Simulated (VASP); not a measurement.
Input of a VASP 6.6.1 run:

The input INCAR:

```
SYSTEM = C
PREC = Accurate
ENCUT = 520
EDIFF = 1E-7
ISMEAR = 0
SIGMA = 0.15
LREAL = .False.
LASPH = .True.
NELM = 80
ALGO = Normal
ISIF = 2
LWAVE = .False.
LCHARG = .False.
GGA = CA
NBANDS = 26
```

File KPOINTS:

```
regular mesh
0
Gamma
  22 22 4
  0 0 0
```

File POSCAR:

```
C
1.0
   -1.2227748566      2.1167364796      0.0000000000
   -1.2227748566     -2.1167364796      0.0000000000
    0.0000000000      0.0000000000     16.4706447952
C
8
Direct
    0.9166982410      0.0833017590      0.1022322210
    0.9166982410      0.0833017590      0.5111611052
    0.4166982410      0.5833017590      0.7156255473
    0.4166982410      0.5833017590      0.3066966631
    0.0833017590      0.9166982410      0.7156255473
    0.0833017590      0.9166982410      0.3066966631
    0.5833017590      0.4166982410      0.1022322210
    0.5833017590      0.4166982410      0.5111611052
```

Potentials or basis: VASP PAW LDA potentials, release 64 (C).

Launch:

```bash
$ cat potpaw_LDA.64/C/POTCAR > POTCAR
$ mpirun -np 1 vasp_std > vasp.out
```

(1) What does it give for the pressure?

(2) Estimate the largest force.

Answers

(1) 0.6 GPa.

(2) 0.009 eV/Å.
